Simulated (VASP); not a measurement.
Nb2WSe5:

```
Nb W Se
1.0
     3.43000    0.00000    0.00000
    -1.71500    2.97047    0.00000
     0.00000    0.00000   16.80000
Nb W Se
2 1 5
Direct
  0.33333 0.66667 0.60000
  0.33333 0.66667 0.40000
  0.00000 0.00000 0.00000
  0.33333 0.66667 0.90000
  0.33333 0.66667 0.10000
  0.00000 0.00000 0.50000
  0.00000 0.00000 0.70000
  0.00000 0.00000 0.30000
```

```yaml
Program: VASP 6.6.1
Task: relaxation of cell and atoms
Functional: PBE
Potentials_or_basis: VASP PAW PBE potentials, release 64 (Nb_sv, W_sv, Se)
Cutoff: 600 eV
k_mesh: 4 × 4 × 1
Occupations: gaussian, width 0.15 eV
Spin: no spin polarisation
```

At the start: pressure -0.5 GPa; volume 21.40 Å³/atom.

Question: Where does the relaxation end?

Answer: Over 6 steps the energy falls by 12.6 meV/atom and the volume is 21.48 Å³/atom (+0.4 %); space group P-6m2 (No. 187, to 0.1 Å) before and after.

The path:
| step | energy change (eV) | largest force (eV/Å) | pressure (GPa) | volume (Å³) |
| --- | --- | --- | --- | --- |
| 1 | 0.0000 | 0.6778 | -0.48 | 171.17 |
| 2 | -0.0732 | 0.3124 | 1.24 | 169.58 |
| 3 | -0.0764 | 0.3672 | 1.72 | 169.18 |
| 4 | -0.0860 | 0.3157 | -1.28 | 173.48 |
| 5 | -0.0979 | 0.1985 | -0.04 | 171.62 |
| 6 | -0.1007 | 0.0669 | 0.08 | 171.88 |

Final structure:
```xyz
8
Lattice="3.3981 0.0000 0.0000 -1.6991 2.9429 0.0000 0.0000 0.0000 17.1874" Properties=species:S:1:pos:R:3 pbc="T T T"
Nb    0.0000    1.9619   10.3525
Nb    0.0000    1.9619    6.8349
W     0.0000    0.0000    0.0000
Se    0.0000    1.9619   15.5360
Se    0.0000    1.9619    1.6514
Se    3.3982    0.0000    8.5937
Se    3.3982    0.0000   12.0503
Se    3.3982    0.0000    5.1371
```

Caveat: the k points lie up to 0.53 Å⁻¹ apart in the final cell; this functional lacks dispersion, which binds layers or chains, so the pressure and a relaxed spacing across them are unreliable; the relaxation stopped at a loose force limit of 0.08 eV/Å, so its end isn't a converged minimum.
